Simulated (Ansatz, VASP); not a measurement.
## One calculation of SrTiO3, two programs

Contents of INCAR:

```
  PREC = Accurate
  ENCUT = 520
  EDIFF = 1E-8
  ISMEAR = -1
  SIGMA = 0.05
  LREAL = False
  LASPH = True
  NELM = 60
  ALGO = Normal
  ISIF = 2
  LWAVE = False
  LCHARG = False
  GGA = PE
  LEFG = True
  NBANDS = 28
```

Contents of KPOINTS:

```
Automatic mesh
0
Gamma
  7 7 7
```

POSCAR

```
SrTiO3
1.0
    3.8919397018      0.0000000000      0.0000000000
    0.0000000000      3.8919397018      0.0000000000
    0.0000000000      0.0000000000      3.8919397018
Sr Ti O
1 1 3
Direct
    0.0000000000      0.0000000000      0.0000000000
    0.5000000000      0.5000000000      0.5000000000
    0.0000000000      0.5000000000      0.5000000000
    0.5000000000      0.0000000000      0.5000000000
    0.5000000000      0.5000000000      0.0000000000
```

Input for Ansatz:

```yaml
crystal:
  lattice:
    - [3.8919397018, 0.0, 0.0]
    - [0.0, 3.8919397018, 0.0]
    - [0.0, 0.0, 3.8919397018]
  atoms:
    - { symbol: Sr, position: [0.0, 0.0, 0.0] }
    - { symbol: Ti, position: [0.5, 0.5, 0.5] }
    - { symbol: O, position: [0.0, 0.5, 0.5] }
    - { symbol: O, position: [0.5, 0.0, 0.5] }
    - { symbol: O, position: [0.5, 0.5, 0.0] }
kpoints:
  mp_grid: { grid: [7, 7, 7] }
scf:
  occupations: { method: fermi_dirac, width: 0.05 }
hamiltonian:
  xc: pbe
  pseudopotentials: { kind: all_electron, datasets: crystal }
output:
  forces: true
  stress: true
  eigenvalues: true
  efg: { contact_densities: true }
```

Change from the starting cell: volume scaled by 0.99, crystal datasets.

Alike in both runs: task electric field gradients; functional PBE; k mesh 7 × 7 × 7; occupations fermi-dirac, width 0.05 eV; no spin polarisation.

```csv
,VASP,Ansatz
version,VASP 6.6.1,Ansatz 0.2.0
potentials or method,"VASP PAW PBE potentials, release 64 (Sr_sv, Ti_sv, O), cutoff 520 eV","all-electron PAW with datasets made for the crystal, scalar-relativistic"
```

VASP gave:

```
gap on the k mesh at the Fermi level (eV)            : 1.94
pressure (GPa)                                       : 6.9
size of Vzz on the site where it differs most (V/Å²) : 10.4
```

Problem. Which values does Ansatz return?

Solution. gap on the k mesh at the Fermi level (eV): 1.97; pressure (GPa): 6.2; size of Vzz on the site where it differs most (V/Å²): 11.2.

Ansatz ran all-electron here, and VASP with PAW potentials.
